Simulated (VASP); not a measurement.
# KTaO3 (Pm-3m) in VASP: a series of runs, part 3 of 3

VASP 6.6.1. Earlier steps stand in the parts before.

## (5) Electric field gradients, PBE (volume scaled by 0.99)

File INCAR:

```
PREC = Accurate
ENCUT = 520
EDIFF = 1E-8
ISMEAR = -1
SIGMA = 0.01
LREAL = F
LASPH = T
NELM = 60
ALGO = Normal
ISIF = 2
LWAVE = F
LCHARG = F
GGA = PE
LEFG = T
NBANDS = 27
```

File KPOINTS:

```
regular mesh
0
Gamma
  5 5 5
```

File POSCAR:

```
KTaO3
1.0
    3.9749611044      0.0000000000      0.0000000000
    0.0000000000      3.9749611044      0.0000000000
    0.0000000000      0.0000000000      3.9749611044
K Ta O
1 1 3
Direct
    0.5000000000      0.5000000000      0.5000000000
    0.0000000000      0.0000000000      0.0000000000
    0.5000000000      0.0000000000      0.0000000000
    0.0000000000      0.5000000000      0.0000000000
    0.0000000000      0.0000000000      0.5000000000
```

Potentials or basis: VASP PAW PBE potentials, release 64 (K_sv, Ta_pv, O).

Started as:

```bash
$ cat potpaw_PBE.64/K_sv/POTCAR potpaw_PBE.64/Ta_pv/POTCAR potpaw_PBE.64/O/POTCAR > POTCAR
$ mpirun -np 1 vasp_std > vasp.out
```

OUTCAR:

```text
PREC = Accurate
   ENCUT = 520
   EDIFF = 1E-8
   ISMEAR = -1
   LREAL = F
   LASPH = T
   NELM = 60
   ISIF = 2
   GGA = PE

 ion  position               nearest neighbor table
   1  0.500  0.500  0.500-   3 2.81   4 2.81   5 2.81   3 2.81   4 2.81   3 2.81   5 2.81   3 2.81
                             4 2.81   5 2.81   4 2.81   5 2.81   2 3.44   2 3.44   2 3.44   2 3.44
   2  0.000  0.000  0.000-   3 1.99   4 1.99   5 1.99   5 1.99   4 1.99   3 1.99   1 3.44   1 3.44
                             1 3.44   1 3.44   1 3.44   1 3.44   1 3.44   1 3.44
   3  0.500  0.000  0.000-   2 1.99   2 1.99   1 2.81   1 2.81   1 2.81   1 2.81
   4  0.000  0.500  0.000-   2 1.99   2 1.99   1 2.81   1 2.81   1 2.81   1 2.81
   5  0.000  0.000  0.500-   2 1.99   2 1.99   1 2.81   1 2.81   1 2.81   1 2.81

  LATTYP: Found a simple cubic cell.
 ALAT       =     3.9749611044

  Lattice vectors:

 A1 = (   3.9749611044,   0.0000000000,   0.0000000000)
 A2 = (   0.0000000000,   3.9749611044,   0.0000000000)
 A3 = (   0.0000000000,   0.0000000000,   3.9749611044)

Analysis of symmetry for initial positions (statically):
=====================================================================
 Subroutine PRICEL returns:
 Original cell was already a primitive cell.

 Routine SETGRP: Setting up the symmetry group for a
 simple cubic supercell.

 Subroutine GETGRP returns: Found 48 space group operations
 (whereof 48 operations were pure point group operations)
 out of a pool of 48 trial point group operations.

The static configuration has the point symmetry O_h .

Analysis of symmetry for dynamics (positions and initial velocities):
=====================================================================
 Subroutine PRICEL returns:
 Original cell was already a primitive cell.

 Routine SETGRP: Setting up the symmetry group for a
 simple cubic supercell.

 Subroutine GETGRP returns: Found 48 space group operations
 (whereof 48 operations were pure point group operations)
 out of a pool of 48 trial point group operations.

The dynamic configuration has the point symmetry O_h .

 Subroutine INISYM returns: Found 48 space group operations
 (whereof 48 operations are pure point group operations),
 and found     1 'primitive' translations

----------------------------------------------------------------------------------------

                                     Primitive cell

  volume of cell :      62.8056

  direct lattice vectors                    reciprocal lattice vectors
     3.974961104  0.000000000  0.000000000     0.251574789  0.000000000  0.000000000
     0.000000000  3.974961104  0.000000000     0.000000000  0.251574789  0.000000000
     0.000000000  0.000000000  3.974961104     0.000000000  0.000000000  0.251574789

  length of vectors
     3.974961104  3.974961104  3.974961104     0.251574789  0.251574789  0.251574789

  position of ions in fractional coordinates (direct lattice)
     0.500000000  0.500000000  0.500000000
     0.000000000  0.000000000  0.000000000
     0.500000000  0.000000000  0.000000000
     0.000000000  0.500000000  0.000000000
     0.000000000  0.000000000  0.500000000

[... 79 lines left out ...]
   ISMEAR =    -1;   SIGMA  =   0.01  broadening in eV -4-tet -1-fermi 0-gaus
   EFERMI_NEDOS =   21; number of points for ismear=-14 and -15
   IALGO  =     38    algorithm
   IMIX   =      4    mixing-type and parameters
     AMIX     =   0.40;   BMIX     =  1.00
     AMIX_MAG =   1.60;   BMIX_MAG =  1.00
  volume/ion in A,a.u.               =      12.56        84.77
  Fermi-wavevector in a.u.,A,eV,Ry     =   1.384639  2.616588 26.085422  1.917224
  Thomas-Fermi vector in A             =   2.509124
   LORBIT       =      0    0 simple, 1 ext, 2 COOP (PROOUT), +10 PAW based schemes
   GGA     = PE    functional components
[... 5 lines left out ...]
 non-spin polarized calculation
  energy-cutoff  :      520.00
  volume of cell :       62.81
 maximum number of plane-waves:      1743
 NGX is ok and might be reduce to    30
   NGX = 15   NGY = 15   NGZ = 15

 number of electron      37.9999977 magnetization

 Free energy of the ion-electron system (eV)
  ---------------------------------------------------
  ext. energy  EPLUGINS =         0.00000000
  ---------------------------------------------------
  free energy    TOTEN  =       -40.99576132 eV

  energy without entropy =      -40.99576132  energy(sigma->0) =      -40.99576132

 E-fermi :   2.0265     XC(G=0): -10.9263

 val. band max:        1.7591470979   @ k =   0.4000   0.4000   0.4000
 cond. band min:       4.0666873460   @ k =   0.0000   0.0000   0.0000
 fundamental gap:      2.3075402481
 Fermi energy:         2.0265244790

 k-point     1 :       0.0000    0.0000    0.0000
  band No.  band energies     occupation
      1     -32.2116      2.00000
      2     -32.2116      2.00000
      3     -32.2116      2.00000
      4     -25.4426      2.00000
      5     -15.7160      2.00000
      6     -15.0067      2.00000
[... 289 lines left out ...]
     26      13.2539      0.00000
     27      13.7057      0.00000

------------------------ aborting loop because EDIFF is reached ----------------------------------------

  FORCE on cell =-STRESS in cart. coord.  units (eV):
  Direction    XX          YY          ZZ          XY          YZ          ZX
  --------------------------------------------------------------------------------------
  -------------------------------------------------------------------------------------
  Total        3.2546289      3.2546289      3.2546289      0.0000000     -0.0000000     -0.0000000
  in kB       83.0258645     83.0258645     83.0258645      0.0000000     -0.0000000     -0.0000000
  external PRESSURE =      83.0258645 kB  Pullay stress =       0.0000000 kB

 VOLUME and BASIS-vectors are now :
 -----------------------------------------------------------------------------
  energy-cutoff  :      520.00
  volume of cell :       62.81
      direct lattice vectors                 reciprocal lattice vectors
     3.974961104  0.000000000  0.000000000     0.251574789  0.000000000  0.000000000
     0.000000000  3.974961104  0.000000000     0.000000000  0.251574789  0.000000000
     0.000000000  0.000000000  3.974961104     0.000000000  0.000000000  0.251574789

 POSITION                                       TOTAL-FORCE (eV/Angst)
 -----------------------------------------------------------------------------------
      1.98748      1.98748      1.98748         0.000000      0.000000      0.000000
      0.00000      0.00000      0.00000         0.000000      0.000000      0.000000
      1.98748      0.00000      0.00000         0.000000      0.000000      0.000000
      0.00000      1.98748      0.00000         0.000000      0.000000      0.000000
      0.00000      0.00000      1.98748         0.000000      0.000000      0.000000
 -----------------------------------------------------------------------------------
    total drift:                                0.000000     -0.000000      0.000000

  FREE ENERGIE OF THE ION-ELECTRON SYSTEM (eV)
  ---------------------------------------------------
  free  energy   TOTEN  =       -40.9957613165 eV

  energy  without entropy=      -40.9957613165  energy(sigma->0) =      -40.99576132

 Electric field gradients (V/A^2)
---------------------------------------------------------------------
 ion       V_xx      V_yy      V_zz      V_xy      V_xz      V_yz
---------------------------------------------------------------------
   1      -0.000    -0.000    -0.000     0.000     0.000    -0.000
   2       0.000    -0.000    -0.000     0.000    -0.000     0.000
   3      18.257    -9.128    -9.128     0.000     0.000     0.000
   4      -9.128    18.257    -9.128    -0.000    -0.000     0.000
   5      -9.128    -9.128    18.257     0.000    -0.000    -0.000
---------------------------------------------------------------------

 Electric field gradients after diagonalization (V/A^2)
 (convention: |V_zz| > |V_xx| > |V_yy|)
----------------------------------------------------------------------
 ion       V_xx      V_yy      V_zz     asymmetry (V_yy - V_xx)/ V_zz
----------------------------------------------------------------------
   1      -0.000    -0.000    -0.000      -0.357
   2       0.000    -0.000    -0.000       0.815
   3      -9.128    -9.128    18.257       0.000
   4      -9.128    -9.128    18.257       0.000
   5      -9.128    -9.128    18.257       0.000
----------------------------------------------------------------------

           NMR quadrupolar parameters

 Cq : quadrupolar parameter    Cq=e*Q*V_zz/h
 eta: asymmetry parameters     (V_yy - V_xx)/ V_zz
 Q  : nuclear electric quadrupole moment in mb (millibarn)
----------------------------------------------------------------------
 ion       Cq(MHz)       eta       Q (mb)
----------------------------------------------------------------------
   1      -0.000      -0.357       1.000
   2      -0.000       0.815       1.000
   3       0.044       0.000       1.000
   4       0.044       0.000       1.000
   5       0.044       0.000       1.000
----------------------------------------------------------------------
```

stdout:

```text
POSCAR found type information on POSCAR K TaO
 POSCAR found :  3 types and       5 ions
 scaLAPACK will be used
 LDA part: xc-table for (Slater+PW92), standard interpolation
 POSCAR, INCAR and KPOINTS ok, starting setup
 FFT: planning ... GRIDC
 FFT: planning ... GRID_SOFT
 FFT: planning ... GRID
 WAVECAR not read
 entering main loop
ion   1

ion   2

ion   3

ion   4

ion   5
```

It took 31 s on 1 thread of Intel Xeon 8259CL, shared host; peak memory 0.17 GiB.

What came out:

```yaml
Free_energy: -40.9958 eV
Pressure: 8.3 GPa
Band_gap_on_the_k_mesh: 2.31 eV, indirect (least direct gap 2.81 eV)
```

Electric field gradients, principal values (V/Å²):
```tsv
atom	least	middle	greatest (by size)
1 K	0.000	0.000	0.000
2 Ta	0.000	0.000	0.000
3 O	-9.128	-9.128	18.257
4 O	-9.128	-9.128	18.257
5 O	-9.128	-9.128	18.257
```

Caveat: without QUAD_EFG the Cq values of the log hold for a quadrupole moment of 1 mb, not for the nuclei; spin-orbit coupling is left out, which moves the levels of the heavy elements.

## (6) Overview

```tsv
cell	gap on the mesh (eV)	pressure (GPa)
a = 3.988 Å, 5 atoms	2.28	6.1
a = 3.934 Å, 5 atoms	2.38	15.7
a = 3.975 Å, 5 atoms	2.31	8.3
```

Alike in all rows: task electric field gradients; level PBE; potentials or basis VASP PAW PBE potentials, release 64 (K_sv, Ta_pv, O); no spin polarisation; k mesh 5 × 5 × 5; cutoff (eV) 520; smearing fermi-dirac 0.01 eV.

Caveats: spin-orbit coupling is left out, which moves the levels of the heavy elements.

Absolute energies hang on the potentials; compare differences alone.
